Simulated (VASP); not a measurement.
Set up this calculation in VASP 6.6.1, as the native input.

- Task: single point
- Functional: PBE
- Potentials or basis: VASP PAW PBE potentials, release 64 (Ba_sv, O)
- Cutoff: 600 eV
- k mesh: 8 × 8 × 8
- Occupations: gaussian, width 0.02 eV
- Spin: no spin polarisation
- Dipole correction: no
- Further INCAR settings: ALGO = Normal; EDIFF = 1e-06; NBANDS = 15

The structure of BaO lies in POSCAR:

```
BaO
1.0
    0.0000000000      2.6675275000      2.6262775000
    2.6262775000      0.0000000000      2.6262775000
    2.6262775000      2.6675275000      0.0000000000
Ba O
1 1
Direct
    0.0000000000      0.0000000000      0.0000000000
    0.5000000000      0.5000000000      0.5000000000
```

This cell differs from its parent crystal: strained.

These files were run (other wordings do the same):

INCAR

```
SYSTEM = BaO
  ALGO = Normal
  EDIFF = 1E-6
  ENCUT = 600
  GGA = PE
  GGA_COMPAT = .FALSE.
  ISIF = 2
  ISMEAR = 0
  LASPH = .TRUE.
  LCHARG = .FALSE.
  LREAL = .FALSE.
  LWAVE = .FALSE.
  NBANDS = 15
  NELM = 120
  PREC = Accurate
  SIGMA = 0.02
```

KPOINTS

```
k-points
0
G
  8 8 8
  0 0 0
```

Potentials or basis: VASP PAW PBE potentials, release 64 (Ba_sv, O).

Launch:

```sh
$ cat potpaw_PBE.64/Ba_sv/POTCAR potpaw_PBE.64/O/POTCAR > POTCAR
$ mpirun -np 1 vasp_std > vasp.out
```

It gave:

| Property | Result |
| --- | --- |
| Pressure | 19.3 GPa |
| Band gap on the k mesh | 1.29 eV, direct |

Caveat: the cell differs from its parent crystal (strained); spin-orbit coupling is left out, which moves the levels of the heavy elements.

It took 16 s on 1 thread of Intel(R) Xeon(R) 6975P-C (Granite Rapids), with other jobs on the host, peak memory 0.19 GiB.
